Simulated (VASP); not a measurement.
A run of VASP 6.6.1:

The input INCAR:

```
ALGO = Normal
EDIFF = 1E-6
ENCUT = 520
GGA = PE
ISIF = 2
ISMEAR = 0
LASPH = True
LCHARG = False
LREAL = False
LWAVE = False
NBANDS = 26
NELM = 60
PREC = Accurate
SIGMA = 0.02
```

The input KPOINTS:

```
k-points
0
Gamma
  6 6 4
```

Contents of POSCAR:

```
Hg2H3F
1.0
    4.3543546400      0.0000000000      0.0000000000
    0.0000000000      4.3543546400      0.0000000000
    0.0000000000      0.0000000000      7.5048239383
Hg H F
2 3 1
Direct
    0.0000000000      0.0000000000      0.0167994800
    0.5000000000      0.5000000000      0.2216988351
    0.5000000000      0.5000000000      0.6614762933
    0.5000000000      0.5000000000      0.7617117837
    0.0000000000      0.0000000000      0.6689697239
    0.0000000000      0.0000000000      0.5433438839
```

Potentials or basis: VASP PAW PBE potentials, release 64 (Hg, H, F).

Launch:

```bash
$ cat potpaw_PBE.64/Hg/POTCAR potpaw_PBE.64/H/POTCAR potpaw_PBE.64/F/POTCAR > POTCAR
$ mpirun -np 1 vasp_std > vasp.out
```

Hardware: 1 thread of AMD EPYC 9R45 96-Core Processor (Zen 5), with other jobs on the host.

Question: Estimate the wall time of this run.

Answer: Run time: 45 s on 1 thread of AMD EPYC 9R45 96-Core Processor (Zen 5) (shared host), peak memory 0.26 GiB. Counts: scf iterations 13, k points 30.
